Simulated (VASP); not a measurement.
AlSn:

```
Sn Al
1.0
     4.16993    0.00000    0.00000
    -2.08496    3.61126    0.00000
     0.00000    0.00000    3.28465
Sn Al
1 1
Cartesian
  0.0000 2.4075 1.6423
  0.0000 0.0000 0.0000
```

Base run:

```yaml
Program: VASP 6.6.1
Functional: PBE
Potentials_or_basis: VASP PAW PBE potentials, release 64 (Sn_d, Al)
Cutoff: 520 eV
k_mesh: 7 × 7 × 8
Occupations: fermi-dirac, width 0.05 eV
Spin: no spin polarisation
```

Its results: pressure 1.3 GPa.

The run is repeated on the same cell with these changes: functional from PBE to r2SCAN; further incar settings from ALGO = Normal; EDIFF = 1e-07; NBANDS = 16 to ALGO = Normal; EDIFF = 1e-06; NBANDS = 16. What comes out?

Pressure -0.1 GPa.

Caveats: the PAW data sets were made with another functional, which shifts forces and pressure a little (some runs).
